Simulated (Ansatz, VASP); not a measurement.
# Zr2O in VASP and in Ansatz

Contents of POSCAR:

```
Zr2O
1.0
    4.8457251933      0.0000000000      0.0000000000
    0.0000000000      4.8457251933      0.0000000000
    0.0000000000      0.0000000000      5.0395542010
Zr O
4 2
Direct
    0.2500000000      0.2500000000      0.7500000000
    0.7500000000      0.2500000000      0.2500000000
    0.2500000000      0.7500000000      0.2500000000
    0.7500000000      0.7500000000      0.7500000000
    0.0000000000      0.0000000000      0.0000000000
    0.5000000000      0.5000000000      0.5000000000
```

File INCAR.step1:

```
SYSTEM = Zr2O
ALGO = Normal
EDIFF = 1E-4
ENCUT = 520
GGA = PE
ISMEAR = 0
LASPH = .True.
LCHARG = .False.
LREAL = .False.
LWAVE = .True.
NBANDS = 39
NELM = 80
PREC = Accurate
SIGMA = 0.15
```

INCAR.step2

```
SYSTEM = Zr2O
ALGO = Normal
EDIFF = 1E-7
ENCUT = 520
ISIF = 2
ISMEAR = 0
ISTART = 1
LASPH = .True.
LCHARG = .True.
LELF = .True.
LMIXTAU = .True.
LREAL = .False.
LVHAR = .True.
LWAVE = .False.
METAGGA = R2SCAN
NBANDS = 39
NELM = 80
PREC = Accurate
SIGMA = 0.15
```

Contents of KPOINTS:

```
k-points
0
Gamma
  10 10 10
  0 0 0
```

Input for Ansatz:

```yaml
crystal:
  lattice:
    - [4.8457251933, 0.0, 0.0]
    - [0.0, 4.8457251933, 0.0]
    - [0.0, 0.0, 5.039554201]
  atoms:
    - { symbol: Zr, position: [0.25, 0.25, 0.75] }
    - { symbol: Zr, position: [0.75, 0.25, 0.25] }
    - { symbol: Zr, position: [0.25, 0.75, 0.25] }
    - { symbol: Zr, position: [0.75, 0.75, 0.75] }
    - { symbol: O, position: [0.0, 0.0, 0.0] }
    - { symbol: O, position: [0.5, 0.5, 0.5] }
basis:
  ecutwfc: 500
kpoints:
  mp_grid: { grid: [10, 10, 10] }
hamiltonian:
  xc: r2scan
scf:
  occupations: { method: gaussian, width: 0.15 }
output:
  forces: true
  stress: true
  eigenvalues: true
```

Change from the starting cell: strain +0.000 along x and y, +0.040 along z, atoms carried along.

Alike in both runs: task single point; functional r2SCAN; k mesh 10 × 10 × 10; occupations gaussian, width 0.15 eV; no spin polarisation.

|  | VASP | Ansatz |
| --- | --- | --- |
| version | VASP 6.6.1 | Ansatz 0.2.0 |
| potentials or method | VASP PAW PBE potentials, release 64 (Zr_sv, O), cutoff 520 eV | scalar-relativistic, plane waves, PAW |
| valence electrons in the cell | 60 | 60 |

|  | VASP | Ansatz | Ansatz less VASP |
| --- | --- | --- | --- |
| gap on the k mesh at the Fermi level (eV) | none | none | - |
| pressure (GPa) | -5.0 | -5.1 | -0.16 |
| traceless stress, the component that is largest in VASP (GPa) | -1.92 | -1.92 | -0.008 |

VASP's potentials were made for PBE, not for r2SCAN. A gap of «none» marks a metal or a gap that the smearing closes.
